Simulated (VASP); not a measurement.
# Zr3Cl (Pm-3m) in VASP: a series of runs

Runs on Zr3Cl. Level: PBE. Tasks: single point, relaxation of cell and atoms.

All numbers are computed with VASP 6.6.1; they aren't measurements. Logs are shortened: lines on timing, memory, paths and dates and some standing lists are left out, and cuts for length are marked.

### 1 The cell of the first run

Symmetry: Pm-3m, No. 221, cubic system. The conventional cell has a = 4.398 Å, b = 4.398 Å, c = 4.398 Å, α = 90.00°, β = 90.00°, γ = 90.00°. Zr (site symmetry 4/mmm) has 8 Zr at 3.11 Å and 4 Cl at 3.11 Å within 4.1 Å. Within 4.1 Å of Cl (site symmetry m-3m) lie 12 Zr at 3.11 Å.

### 2 Single point, PBE

The input, INCAR:

```
SYSTEM = Zr3Cl
ALGO = Normal ; EDIFF = 1E-6
ENCUT = 520 ; GGA = PE
ISIF = 2 ; ISMEAR = 0
LASPH = .True. ; LCHARG = .False.
LREAL = .False. ; LWAVE = .False.
NBANDS = 30 ; NELM = 80
PREC = Accurate ; SIGMA = 0.1
```

The input, KPOINTS:

```
k-points
0
Gamma
  4 4 4
  0 0 0
```

The input, POSCAR:

```
Zr3Cl
1.0
    4.3983283888      0.0000000000      0.0000000000
    0.0000000000      4.3983283888      0.0000000000
    0.0000000000      0.0000000000      4.3983283888
Zr Cl
3 1
Direct
    0.0000000000      0.5000000000      0.5000000000
    0.5000000000      0.0000000000      0.5000000000
    0.5000000000      0.5000000000      0.0000000000
    0.0000000000      0.0000000000      0.0000000000
```

Potentials or basis: VASP PAW PBE potentials, release 64 (Zr_sv, Cl).

Command:

```
cat potpaw_PBE.64/Zr_sv/POTCAR potpaw_PBE.64/Cl/POTCAR > POTCAR
mpirun -np 1 vasp_std > vasp.out
```

OUTCAR:

```text
SYSTEM = Zr3Cl
   EDIFF = 1E-6
   ENCUT = 520
   GGA = PE
   ISIF = 2
   ISMEAR = 0
   LASPH = .True.
   LREAL = .False.
   NELM = 80
   PREC = Accurate

 ion  position               nearest neighbor table
   1  0.000  0.500  0.500-   2 3.11   3 3.11   4 3.11   3 3.11   4 3.11   2 3.11   4 3.11   4 3.11
                             2 3.11   3 3.11   3 3.11   2 3.11
   2  0.500  0.000  0.500-   1 3.11   3 3.11   4 3.11   3 3.11   4 3.11   1 3.11   3 3.11   3 3.11
                             1 3.11   4 3.11   4 3.11   1 3.11
   3  0.500  0.500  0.000-   1 3.11   2 3.11   4 3.11   1 3.11   2 3.11   2 3.11   4 3.11   2 3.11
                             1 3.11   4 3.11   1 3.11   4 3.11
   4  0.000  0.000  0.000-   1 3.11   2 3.11   3 3.11   1 3.11   2 3.11   1 3.11   3 3.11   1 3.11
                             2 3.11   3 3.11   2 3.11   3 3.11

  LATTYP: Found a simple cubic cell.
 ALAT       =     4.3983283888

  Lattice vectors:

 A1 = (   4.3983283888,   0.0000000000,   0.0000000000)
 A2 = (   0.0000000000,   4.3983283888,   0.0000000000)
 A3 = (   0.0000000000,   0.0000000000,   4.3983283888)

Analysis of symmetry for initial positions (statically):
=====================================================================
 Subroutine PRICEL returns:
 Original cell was already a primitive cell.

 Routine SETGRP: Setting up the symmetry group for a
 simple cubic supercell.

 Subroutine GETGRP returns: Found 48 space group operations
 (whereof 48 operations were pure point group operations)
 out of a pool of 48 trial point group operations.

The static configuration has the point symmetry O_h .

Analysis of symmetry for dynamics (positions and initial velocities):
=====================================================================
 Subroutine PRICEL returns:
 Original cell was already a primitive cell.

 Routine SETGRP: Setting up the symmetry group for a
 simple cubic supercell.

 Subroutine GETGRP returns: Found 48 space group operations
 (whereof 48 operations were pure point group operations)
 out of a pool of 48 trial point group operations.

The dynamic configuration has the point symmetry O_h .

 Subroutine INISYM returns: Found 48 space group operations
 (whereof 48 operations are pure point group operations),
 and found     1 'primitive' translations

----------------------------------------------------------------------------------------

                                     Primitive cell

  volume of cell :      85.0869

  direct lattice vectors                    reciprocal lattice vectors
     4.398328389  0.000000000  0.000000000     0.227359104  0.000000000  0.000000000
     0.000000000  4.398328389  0.000000000     0.000000000  0.227359104  0.000000000
     0.000000000  0.000000000  4.398328389     0.000000000  0.000000000  0.227359104

  length of vectors
     4.398328389  4.398328389  4.398328389     0.227359104  0.227359104  0.227359104

  position of ions in fractional coordinates (direct lattice)
     0.000000000  0.500000000  0.500000000
     0.500000000  0.000000000  0.500000000
     0.500000000  0.500000000  0.000000000
     0.000000000  0.000000000  0.000000000

  ion indices of the primitive-cell ions
   primitive index   ion index
                 1           1
                 2           2
                 3           3
                 4           4

----------------------------------------------------------------------------------------

 KPOINTS: k-points

Automatic generation of k-mesh.
 Grid dimensions read from file:
 generate k-points for:    4    4    4

 Generating k-lattice:

  Cartesian coordinates                     Fractional coordinates (reciprocal lattice)
     0.056839776  0.000000000  0.000000000     0.250000000  0.000000000  0.000000000
     0.000000000  0.056839776  0.000000000     0.000000000  0.250000000  0.000000000
     0.000000000  0.000000000  0.056839776     0.000000000  0.000000000  0.250000000

  Length of vectors
     0.056839776  0.056839776  0.056839776

  Shift w.r.t. Gamma in fractional coordinates (k-lattice)
     0.000000000  0.000000000  0.000000000

 Subroutine IBZKPT returns following result:
 ===========================================

 Found     10 irreducible k-points:

 Following reciprocal coordinates:
            Coordinates               Weight
  0.000000  0.000000  0.000000      1.000000
  0.250000  0.000000  0.000000      6.000000
  0.500000  0.000000  0.000000      3.000000
  0.250000  0.250000  0.000000     12.000000
  0.500000  0.250000  0.000000     12.000000
  0.500000  0.500000  0.000000      3.000000
  0.250000  0.250000  0.250000      8.000000
  0.500000  0.250000  0.250000     12.000000
  0.500000  0.500000  0.250000      6.000000
  0.500000  0.500000  0.500000      1.000000
   k-points           NKPTS =     10   k-points in BZ     NKDIM =     10   number of bands    NBANDS=     30
   number of dos      NEDOS =    301   number of ions     NIONS =      4
   total plane-waves  NPLWV =  46656
   dimension x,y,z NGX =    36 NGY =   36 NGZ =   36
   dimension x,y,z NGXF=    72 NGYF=   72 NGZF=   72
   ions per type =               3   1
   NGX,Y,Z   is equivalent  to a cutoff of  13.61, 13.61, 13.61 a.u.
   NGXF,Y,Z  is equivalent  to a cutoff of  27.21, 27.21, 27.21 a.u.
 SYSTEM =  Zr3Cl
   PREC   = accura    normal or accurate (medium, high low for compatibility)
   ISTART =      0    job   : 0-new  1-cont  2-samecut
   ICHARG =      2    charge: 1-file 2-atom 10-const
   ISPIN  =      1    spin polarized calculation?
   LNONCOLLINEAR =      F non collinear calculations
   LSORBIT =      F    spin-orbit coupling
   LASPH  =      T    aspherical Exc in radial PAW
   ENCUT  =  520.0 eV  38.22 Ry    6.18 a.u.   8.18  8.18  8.18*2*pi/ulx,y,z
   NELM   =     80;   NELMIN=  2; NELMDL= -5     # of ELM steps
   EDIFF  = 0.1E-05   stopping-criterion for ELM
   LREAL  =      F    real-space projection
   EDIFFG = 0.1E-04   stopping-criterion for IOM
   NSW    =      0    number of steps for IOM
   IBRION =     -1    ionic relax: 0-MD 1-quasi-New 2-CG
   NFREE  =      0    steps in history (QN), initial steepest desc. (CG)
   ISIF   =      2    stress and relaxation
   ISYM   =      2    0-nonsym 1-usesym 2-fastsym
   POTIM  = 0.5000    time-step for ionic-motion
   TEBEG  =    0.0;   TEEND  =   0.0 temperature during run
   PSTRESS=    0.0 pullay stress
   NELECT =      43.0000    total number of electrons
   NUPDOWN=      -1.0000    fix difference up-down
   EMIN   =  10.00;   EMAX   =-10.00  energy-range for DOS
   EFERMI =   0.00;   METHOD = LEGACY
   ISMEAR =     0;   SIGMA  =   0.10  broadening in eV -4-tet -1-fermi 0-gaus
   EFERMI_NEDOS =   21; number of points for ismear=-14 and -15
   IALGO  =     38    algorithm
   IMIX   =      4    mixing-type and parameters
     AMIX     =   0.40;   BMIX     =  1.00
     AMIX_MAG =   1.60;   BMIX_MAG =  1.00
  volume/ion in A,a.u.               =      21.27       143.55
  Fermi-wavevector in a.u.,A,eV,Ry     =   1.303997  2.464197 23.135465  1.700409
  Thomas-Fermi vector in A             =   2.434962
   LORBIT       =      0    0 simple, 1 ext, 2 COOP (PROOUT), +10 PAW based schemes
   GGA     = PE    functional components
   LHFCALC =     F    Hartree Fock is set to
   AEXX    =    0.0000 exact exchange contribution
   IVDW    =     0    specifies the selected vdW correction
   LEPSILON=     F    determine dielectric tensor
   LRPA    =     F    only Hartree local field effects (RPA)
 non-spin polarized calculation
 Gauss-broadening in eV      SIGMA  =   0.10
  energy-cutoff  :      520.00
  volume of cell :       85.09
 maximum number of plane-waves:      2320
 NGX is ok and might be reduce to    36
   NGX = 17   NGY = 17   NGZ = 17

 number of electron      43.0000000 magnetization

 Free energy of the ion-electron system (eV)
  ---------------------------------------------------
  ext. energy  EPLUGINS =         0.00000000
  ---------------------------------------------------
  free energy    TOTEN  =       -26.46555826 eV

  energy without entropy =      -26.43309391  energy(sigma->0) =      -26.44932609

 E-fermi :   9.2121     XC(G=0): -11.0550

 val. band max:        9.2005075676   @ k =   0.5000   0.5000   0.2500
 cond. band min:       9.2611673101   @ k =   0.5000   0.2500   0.0000
 fundamental gap:      0.0606597425
 Fermi energy:         9.2120748184

 k-point     1 :       0.0000    0.0000    0.0000
  band No.  band energies     occupation
      1     -39.6279      2.00000
      2     -39.4279      2.00000
      3     -39.4279      2.00000
      4     -18.0156      2.00000
      5     -18.0156      2.00000
      6     -18.0156      2.00000
[... 22 lines left out ...]
     29      14.5063      0.00000
     30      14.7567      0.00000

 k-point     2 :       0.2500    0.0000    0.0000
  band No.  band energies     occupation
      1     -39.6026      2.00000
      2     -39.4535      2.00000
      3     -39.4276      2.00000
      4     -17.9489      2.00000
      5     -17.9489      2.00000
      6     -17.9215      2.00000
[... 22 lines left out ...]
     29      12.3312      0.00000
     30      13.1153      0.00000

 k-point     3 :       0.5000    0.0000    0.0000
  band No.  band energies     occupation
      1     -39.5614      2.00000
      2     -39.4949      2.00000
      3     -39.4273      2.00000
      4     -17.8523      2.00000
      5     -17.8523      2.00000
      6     -17.7585      2.00000
[... 22 lines left out ...]
     29      11.9328      0.00000
     30      12.4187      0.00000

 k-point     4 :       0.2500    0.2500    0.0000
  band No.  band energies     occupation
      1     -39.5800      2.00000
      2     -39.4611      2.00000
      3     -39.4421      2.00000
      4     -17.9947      2.00000
      5     -17.8801      2.00000
      6     -17.7861      2.00000
[... 154 lines left out ...]
     29      11.8182      0.00000
     30      11.9319      0.00000

 k-point     9 :       0.5000    0.5000    0.2500
  band No.  band energies     occupation
      1     -39.4936      2.00000
      2     -39.4936      2.00000
      3     -39.4936      2.00000
      4     -18.0548      2.00000
      5     -18.0330      2.00000
      6     -17.9171      2.00000
[... 22 lines left out ...]
     29      12.2304      0.00000
     30      12.2458      0.00000

 k-point    10 :       0.5000    0.5000    0.5000
  band No.  band energies     occupation
      1     -39.4931      2.00000
      2     -39.4931      2.00000
      3     -39.4931      2.00000
      4     -18.1883      2.00000
      5     -18.0264      2.00000
      6     -18.0264      2.00000
[... 22 lines left out ...]
     29      12.0130      0.00000
     30      14.2569      0.00000

------------------------ aborting loop because EDIFF is reached ----------------------------------------

  FORCE on cell =-STRESS in cart. coord.  units (eV):
  Direction    XX          YY          ZZ          XY          YZ          ZX
  --------------------------------------------------------------------------------------
  -------------------------------------------------------------------------------------
  Total        0.2234706      0.2234706      0.2234706      0.0000000      0.0000000     -0.0000000
  in kB        4.2079259      4.2079259      4.2079259      0.0000000      0.0000000     -0.0000000
  external PRESSURE =       4.2079259 kB  Pullay stress =       0.0000000 kB

 VOLUME and BASIS-vectors are now :
 -----------------------------------------------------------------------------
  energy-cutoff  :      520.00
  volume of cell :       85.09
      direct lattice vectors                 reciprocal lattice vectors
     4.398328389  0.000000000  0.000000000     0.227359104  0.000000000  0.000000000
     0.000000000  4.398328389  0.000000000     0.000000000  0.227359104  0.000000000
     0.000000000  0.000000000  4.398328389     0.000000000  0.000000000  0.227359104

 POSITION                                       TOTAL-FORCE (eV/Angst)
 -----------------------------------------------------------------------------------
      0.00000      2.19916      2.19916         0.000000      0.000000      0.000000
      2.19916      0.00000      2.19916         0.000000      0.000000      0.000000
      2.19916      2.19916      0.00000         0.000000      0.000000      0.000000
      0.00000      0.00000      0.00000         0.000000      0.000000      0.000000
 -----------------------------------------------------------------------------------
    total drift:                                0.000000      0.000000      0.000000

  FREE ENERGIE OF THE ION-ELECTRON SYSTEM (eV)
  ---------------------------------------------------
  free  energy   TOTEN  =       -26.4655582605 eV

  energy  without entropy=      -26.4330939106  energy(sigma->0) =      -26.44932609
```

Wall time 23 s (1 thread of Intel Xeon Platinum 8488C (Sapphire Rapids), shared host); peak memory 0.2 GiB.

What came out:

```yaml
Free_energy: -26.4656 eV
Pressure: 0.4 GPa
```

Caveat: an odd number of electrons without spin polarisation forces a metal; a magnetic or distorted state may lie lower.

[end of part 1 of 2]
